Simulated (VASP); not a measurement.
Here is a VASP 6.6.1 calculation.

The input INCAR:

```
SYSTEM = BaTiO3
ALGO = Normal ; EDIFF = 1E-6
ENCUT = 1340 ; GGA = PE
GGA_COMPAT = .FALSE. ; ISIF = 2
ISMEAR = 0 ; LASPH = .TRUE.
LCHARG = .FALSE. ; LREAL = .FALSE.
LWAVE = .FALSE. ; NBANDS = 28
NELM = 120 ; PREC = Accurate
SIGMA = 0.05
```

KPOINTS

```
k-points
0
G
  8 8 8
  0 0 0
```

Contents of POSCAR:

```
BaTiO3
1.0
    3.9859842328      0.0000000000      0.0000000000
    0.0000000000      3.9859842328      0.0000000000
    0.0000000000      0.0000000000      4.2845742641
Ba Ti O
1 1 3
Direct
    0.0000000000      0.0000000000     -0.0166880462
    0.5000000000      0.5000000000      0.4677168527
    0.5000000000      0.5000000000      0.0474668142
    0.5000000000      0.0000000000      0.5222521896
    0.0000000000      0.5000000000      0.5222521896
```

Potentials or basis: VASP PAW PBE potentials, release 64 (Ba_sv, Ti_sv, O_h).

Launch:

```bash
$ cat potpaw_PBE.64/Ba_sv/POTCAR potpaw_PBE.64/Ti_sv/POTCAR potpaw_PBE.64/O_h/POTCAR > POTCAR
$ mpirun -np 1 vasp_std > vasp.out
```

Q: Estimate the pressure.

A: -0.2 GPa.

Q: Estimate the largest force.

A: 0.058 eV/Å.

Forces on the atoms (eV/Å):
```
Ba   0.000  0.000  0.058
Ti   0.000  0.000  0.045
O    0.000  0.000 -0.047
O    0.000  0.000 -0.028
O    0.000  0.000 -0.028
```
